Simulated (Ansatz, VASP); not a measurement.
KF: VASP beside Ansatz

POSCAR

```
KF
1.0
    0.0167879801      2.6624537327      2.6624537327
    2.6624537327      0.0167879801      2.6624537327
    2.6624537327      2.6624537327      0.0167879801
K F
1 1
Direct
    0.0000000000      0.0000000000      0.0000000000
    0.5000000000      0.5000000000      0.5000000000
```

File INCAR.step1:

```
SYSTEM = KF
ALGO = Normal
EDIFF = 1E-4
ENCUT = 520
GGA = PE
ISMEAR = 0
LASPH = .TRUE.
LCHARG = .FALSE.
LREAL = .FALSE.
LWAVE = .TRUE.
NBANDS = 15
NELM = 60
PREC = Accurate
SIGMA = 0.01
```

File INCAR.step2:

```
SYSTEM = KF
ALGO = Normal
EDIFF = 1E-6
ENCUT = 520
ISIF = 2
ISMEAR = 0
ISTART = 1
LASPH = .TRUE.
LCHARG = .FALSE.
LMIXTAU = .TRUE.
LREAL = .FALSE.
LWAVE = .FALSE.
METAGGA = R2SCAN
NBANDS = 15
NELM = 60
PREC = Accurate
SIGMA = 0.01
```

Contents of KPOINTS:

```
k-points
0
G
  8 8 8
  0 0 0
```

Input for Ansatz:

```yaml
crystal:
  lattice:
    - [0.0167879801, 2.6624537327, 2.6624537327]
    - [2.6624537327, 0.0167879801, 2.6624537327]
    - [2.6624537327, 2.6624537327, 0.0167879801]
  atoms:
    - { symbol: K, position: [0.0, 0.0, 0.0] }
    - { symbol: F, position: [0.5, 0.5, 0.5] }
kpoints:
  mp_grid: { grid: [8, 8, 8] }
  band_path:
    path:
      - [0.0, 0.0, 0.0]
      - [0.5, 0.0, 0.5]
      - [0.625, 0.25, 0.625]
      - [0.375, 0.375, 0.75]
      - [0.5, 0.5, 0.5]
      - [0.5, 0.25, 0.75]
    npoints: 1
hamiltonian:
  xc: r2scan
scf:
  occupations: { method: fixed }
  n_extra_bands: 4
output:
  forces: true
  stress: true
  eigenvalues: true
```

Change from the starting cell: epitaxial_111 strain -0.5%.

Alike in both runs: task single point; functional r2SCAN; k mesh 8 × 8 × 8; no spin polarisation.

|  | VASP | Ansatz |
| --- | --- | --- |
| version | VASP 6.6.1 | Ansatz 0.2.0 |
| potentials or method | VASP PAW PBE potentials, release 64 (K_sv, F) | plane waves, PAW |
| plane-wave cutoff (eV) | 520 | 500 |
| occupations | gaussian, width 0.01 eV | fixed |
| valence electrons in the cell | 16 | 16 |

|  | VASP | Ansatz | Ansatz less VASP |
| --- | --- | --- | --- |
| gap on the k mesh at the Fermi level (eV) | 6.93 | 6.94 | +0.001 |
| pressure (GPa) | 0.2 | 0.2 | +0.03 |
| traceless stress, the component that is largest in VASP (GPa) | -0.08 | -0.08 | 0.000 |

VASP's potentials were made for PBE, not for r2SCAN.
